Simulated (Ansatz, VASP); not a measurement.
**Re in VASP and in Ansatz**

```
Re
1.0
     4.38468    0.00000    0.00000
    -2.19234    3.79724    0.00000
     0.00000    0.00000    2.73608
Re
3
Direct
  0.00000 0.00000 0.00000
  0.33333 0.66667 0.50000
  0.66667 0.33333 0.50000
```

Alike in both runs: functional PBE; k mesh 6 × 6 × 6; occupations gaussian, width 0.1 eV; no spin polarisation.

Ansatz relaxed the structure, and its values are those at the end. VASP's run is a single point on that final structure, the one shown.

|  | VASP | Ansatz |
| --- | --- | --- |
| version | VASP 6.6.1 | Ansatz 0.2.0 |
| potentials or method | VASP PAW PBE potentials, release 64 (Re), cutoff 520 eV | scalar-relativistic, plane waves, PAW |
| valence electrons in the cell | 21 | 45 |

```tsv
	VASP	Ansatz	Ansatz less VASP
gap on the k mesh at the Fermi level (eV)	none	none	-
pressure (GPa)	-0.8	0.0	+0.77
```

A gap of «none» marks a metal or a gap that the smearing closes. VASP's potentials hold 21 valence electrons a cell and Ansatz's 45, so a difference there can come from the potentials and not from the codes.

The k mesh is coarse, so the values compare programs but aren't converged. Neither program's run includes spin-orbit coupling.
